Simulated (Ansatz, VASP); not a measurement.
**AlGa3P4 in VASP and in Ansatz**

```xyz
8
Lattice="-2.7492 2.7492 5.4974 2.7492 -2.7492 5.4974 2.7492 2.7492 -5.4974" Properties=species:S:1:pos:R:3 pbc="T T T"
Al    0.0000    0.0000    5.4974
Ga    0.0000    0.0000    0.0000
Ga    2.7492    0.0000    2.7487
Ga    0.0000    2.7492    2.7487
P     1.3764    1.3764   -1.3717
P     1.3729   -1.3729    6.8691
P     1.3729    1.3729    4.1258
P    -1.3729    1.3729    6.8691
```

Alike in both runs: functional PBE; k mesh 4 × 4 × 4; occupations gaussian, width 0.1 eV; no spin polarisation.

Ansatz relaxed the structure, and its values are those at the end. VASP's run is a single point on that final structure, the one shown.

|  | VASP | Ansatz |
| --- | --- | --- |
| version | VASP 6.6.1 | Ansatz 0.2.0 |
| potentials or method | VASP PAW PBE potentials, release 64 (Al, Ga_d, P), cutoff 520 eV | scalar-relativistic, plane waves, PAW |
| valence electrons in the cell | 62 | 62 |

```csv
,VASP,Ansatz,Ansatz less VASP
gap on the k mesh at the Fermi level (eV),1.64,1.65,+0.002
least direct gap on the mesh (eV),1.70,1.70,+0.001
pressure (GPa),0.3,0.4,+0.04
rms of the force components (eV/Å),0.004,0.002,-0.0020
```
